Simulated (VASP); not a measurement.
Input of a VASP 6.6.1 run:

File INCAR:

```
SYSTEM = SnSe
  PREC = Accurate
  ENCUT = 520
  EDIFF = 1E-7
  ISMEAR = 0
  SIGMA = 0.02
  LREAL = .False.
  LASPH = .True.
  NELM = 80
  ALGO = Normal
  ISIF = 2
  LWAVE = .False.
  LCHARG = .False.
  GGA = PE
  NBANDS = 17
```

The input KPOINTS:

```
Automatic mesh
0
Gamma
  10 10 10
  0 0 0
```

File POSCAR:

```
SnSe
1.0
    0.0000000000      2.9043774347      2.9043774347
    2.9043774347      0.0000000000      2.9043774347
    2.9043774347      2.9043774347      0.0000000000
Sn Se
1 1
Direct
    0.0000000000      0.0000000000      0.0000000000
    0.5000000000      0.5000000000      0.5000000000
```

Potentials or basis: VASP PAW PBE potentials, release 64 (Sn_d, Se).

The run is started by

```bash
$ cat potpaw_PBE.64/Sn_d/POTCAR potpaw_PBE.64/Se/POTCAR > POTCAR
$ mpirun -np 1 vasp_std > vasp.out
```

(1) Estimate the band gap on the k mesh.

(2) Predict the pressure.

Results:

(1) 0.37 eV, indirect (least direct gap 0.56 eV).

(2) 8.1 GPa.

Caveat: spin-orbit coupling is left out, which moves the levels of the heavy elements.
